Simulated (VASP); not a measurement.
Here is a VASP 6.6.1 calculation.

The input INCAR:

```
PREC = Accurate ; ENCUT = 520
EDIFF = 1E-7 ; ISMEAR = 0
SIGMA = 0.02 ; LREAL = F
LASPH = T ; NELM = 100
ALGO = Normal ; ISIF = 2
LWAVE = F ; LCHARG = F
GGA = PE ; NBANDS = 22
```

File KPOINTS:

```
regular mesh
0
Gamma
  6 6 6
```

Contents of POSCAR:

```
Na3TeH
1.0
    4.7600275683      0.0000000000      0.0000000000
    0.0000000000      4.7600275683      0.0000000000
    0.0000000000      0.0000000000      4.7600275683
Na Te H
3 1 1
Direct
    0.5000000000      0.0000000000      0.0000000000
    0.0000000000      0.5000000000      0.0000000000
    0.0000000000      0.0000000000      0.5000000000
    0.5000000000      0.5000000000      0.5000000000
    0.0000000000      0.0000000000      0.0000000000
```

Potentials or basis: VASP PAW PBE potentials, release 64 (Na_pv, Te, H).

The run is started by

```console
$ cat potpaw_PBE.64/Na_pv/POTCAR potpaw_PBE.64/Te/POTCAR potpaw_PBE.64/H/POTCAR > POTCAR
$ mpirun -np 1 vasp_std > vasp.out
```

(1) Estimate the band gap on the k mesh.

(2) Estimate the pressure.

Answers

(1) 2.63 eV (least direct gap 2.81 eV).

(2) 0.0 GPa.

Caveat: spin-orbit coupling is left out, which moves the levels of the heavy elements.
